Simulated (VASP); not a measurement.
# AlN (P6_3mc) in VASP: notebook, part 2 of 2

VASP 6.6.1. Earlier steps stand in the parts before.

## (4) Single point, PBE (mode 7 (584.8 1/cm) frozen in, largest displacement +0.175 Å)

The input, INCAR:

```
SYSTEM = AlN
PREC = Accurate ; ENCUT = 520
EDIFF = 1E-6 ; ISMEAR = 0
SIGMA = 0.05 ; LREAL = .FALSE.
LASPH = .TRUE. ; NELM = 100
ALGO = Normal ; ISIF = 2
LWAVE = .FALSE. ; LCHARG = .FALSE.
GGA = PE ; NBANDS = 16
```

The input, KPOINTS:

```
regular mesh
0
G
  12 12 6
  0 0 0
```

The input, POSCAR:

```
AlN
1.0
    3.1110021516      0.0000000000      0.0000000000
   -1.5555010758      2.6942068945      0.0000000000
    0.0000000000      0.0000000000      4.9780000000
Al N
2 2
Direct
    0.3333333333      0.6666666667     -0.0182499457
    0.6666666667      0.3333333333      0.4817500543
    0.3333333333      0.6666666667      0.4201546806
    0.6666666667      0.3333333333      0.9201546806
```

Potentials or basis: VASP PAW PBE potentials, release 64 (Al, N).

Run with:

```
> cat potpaw_PBE.64/Al/POTCAR potpaw_PBE.64/N/POTCAR > POTCAR
> mpirun -np 1 vasp_std > vasp.out
```

OUTCAR:

```text
SYSTEM = AlN
   PREC = Accurate
   ENCUT = 520
   EDIFF = 1E-6
   ISMEAR = 0
   LREAL = .FALSE.
   LASPH = .TRUE.
   NELM = 100
   ISIF = 2
   GGA = PE

 ion  position               nearest neighbor table
   1  0.333  0.667  0.982-   4 1.82   4 1.82   4 1.82   3 2.18   2 3.07   2 3.07   2 3.07   2 3.07
                             2 3.07   2 3.07
   2  0.667  0.333  0.482-   3 1.82   3 1.82   3 1.82   4 2.18   1 3.07   1 3.07   1 3.07   1 3.07
                             1 3.07   1 3.07
   3  0.333  0.667  0.420-   2 1.82   2 1.82   2 1.82   1 2.18
   4  0.667  0.333  0.920-   1 1.82   1 1.82   1 1.82   2 2.18

  LATTYP: Found a hexagonal cell.
 ALAT       =     3.1110021516
 C/A-ratio  =     1.6001274694

  Lattice vectors:

 A1 = (   3.1110021516,   0.0000000000,   0.0000000000)
 A2 = (  -1.5555010758,   2.6942068945,   0.0000000000)
 A3 = (   0.0000000000,   0.0000000000,   4.9780000000)

Analysis of symmetry for initial positions (statically):
=====================================================================
 Subroutine PRICEL returns:
 Original cell was already a primitive cell.

 Routine SETGRP: Setting up the symmetry group for a
 hexagonal supercell.

 Subroutine GETGRP returns: Found 12 space group operations
 (whereof  6 operations were pure point group operations)
[... 171 lines left out ...]
 E-fermi :   7.2110     XC(G=0): -10.9102

 val. band max:        6.9734688655   @ k =   0.0000   0.0000   0.0000
 cond. band min:      10.2820274779   @ k =   0.0000   0.0000   0.0000
 fundamental gap:      3.3085586124
 Fermi energy:         7.2110267197

 k-point     1 :       0.0000    0.0000    0.0000
  band No.  band energies     occupation
      1      -9.0578      2.00000
      2      -6.9571      2.00000
      3       0.4560      2.00000
      4       4.9286      2.00000
      5       4.9286      2.00000
      6       5.5759      2.00000
[... 433 lines left out ...]
      3       1.2320      2.00000
      4       2.2012      2.00000
      5       2.8378      2.00000
      6       4.1085      2.00000
[... 8 lines left out ...]
     15      18.1424      0.00000
     16      20.3801      0.00000

 [... further k-points ...]
[... 5 lines left out ...]
  --------------------------------------------------------------------------------------
  -------------------------------------------------------------------------------------
  Total        4.1912138      4.1912138     -2.0729053      0.0000000      0.0000000      0.0000000
  in kB      160.9400930    160.9400930    -79.5983193      0.0000000      0.0000000      0.0000000
  external PRESSURE =      80.7606223 kB  Pullay stress =       0.0000000 kB

 VOLUME and BASIS-vectors are now :
 -----------------------------------------------------------------------------
  energy-cutoff  :      520.00
  volume of cell :       41.72
      direct lattice vectors                 reciprocal lattice vectors
     3.111002152  0.000000000  0.000000000     0.321439829  0.185583372  0.000000000
    -1.555501076  2.694206895  0.000000000     0.000000000  0.371166744  0.000000000
     0.000000000  0.000000000  4.978000000     0.000000000  0.000000000  0.200883889

 POSITION                                       TOTAL-FORCE (eV/Angst)
 -----------------------------------------------------------------------------------
     -0.00000      1.79614      4.88715         0.000000     -0.000000      1.361990
      1.55550      0.89807      2.39815        -0.000000      0.000000      1.361990
     -0.00000      1.79614      2.09153        -0.000000     -0.000000     -1.361990
      1.55550      0.89807      4.58053         0.000000      0.000000     -1.361990
 -----------------------------------------------------------------------------------
    total drift:                               -0.000000      0.000000     -0.000245

  FREE ENERGIE OF THE ION-ELECTRON SYSTEM (eV)
  ---------------------------------------------------
  free  energy   TOTEN  =       -29.2086754130 eV

  energy  without entropy=      -29.2086754130  energy(sigma->0) =      -29.20867541
```

OSZICAR:

```text
N       E                     dE             d eps       ncg     rms          rms(c)
DAV:   1     0.412900455038E+02    0.41290E+02   -0.73244E+03  2432   0.894E+02
DAV:   2    -0.306455996219E+02   -0.71936E+02   -0.66582E+02  3440   0.190E+02
DAV:   3    -0.341859362092E+02   -0.35403E+01   -0.35330E+01  2920   0.434E+01
DAV:   4    -0.342071940785E+02   -0.21258E-01   -0.21256E-01  3120   0.379E+00
DAV:   5    -0.342074782243E+02   -0.28415E-03   -0.28415E-03  2912   0.439E-01    0.125E+01
DAV:   6    -0.292057924131E+02    0.50017E+01   -0.11007E+01  2912   0.243E+01    0.428E+00
DAV:   7    -0.292231244856E+02   -0.17332E-01   -0.68789E-01  2704   0.585E+00    0.300E+00
DAV:   8    -0.292124995181E+02    0.10625E-01   -0.60710E-02  2768   0.226E+00    0.561E-01
DAV:   9    -0.292081030300E+02    0.43965E-02   -0.11098E-02  3064   0.786E-01    0.246E-01
DAV:  10    -0.292087401603E+02   -0.63713E-03   -0.20875E-03  2640   0.291E-01    0.124E-01
DAV:  11    -0.292086703761E+02    0.69784E-04   -0.19865E-04  2800   0.111E-01    0.210E-02
DAV:  12    -0.292086753873E+02   -0.50112E-05   -0.10929E-05  2832   0.263E-02    0.769E-03
DAV:  13    -0.292086754130E+02   -0.25760E-07   -0.27716E-06  2816   0.136E-02
   1 F= -.29208675E+02 E0= -.29208675E+02  d E =-.513468E-14
```

Wall time 35 s (1 thread of Intel Xeon Platinum 8259CL at 2.50GHz (Skylake/Cascade Lake), shared host); peak memory 0.18 GiB.

What came out:

```yaml
Free_energy: -29.2087 eV
Pressure: 8.1 GPa
Largest_force: 1.362 eV/Å
Band_gap_on_the_k_mesh: 3.31 eV, direct
```

Forces on the atoms (eV/Å):
```
Al   0.000  0.000  1.362
Al   0.000  0.000  1.362
N    0.000  0.000 -1.362
N    0.000  0.000 -1.362
```

Stress tensor (GPa, compression positive):
```
16.09  0.00  0.00
 0.00 16.09  0.00
 0.00  0.00 -7.96
```

Caveat: the cell differs from its parent crystal (mode 7 (584.8 1/cm) frozen in, largest displacement +0.175 Å); forces of over 1 eV/Å act on the atoms, so gaps and moduli don't describe the material at rest. A k mesh can miss the band edges.
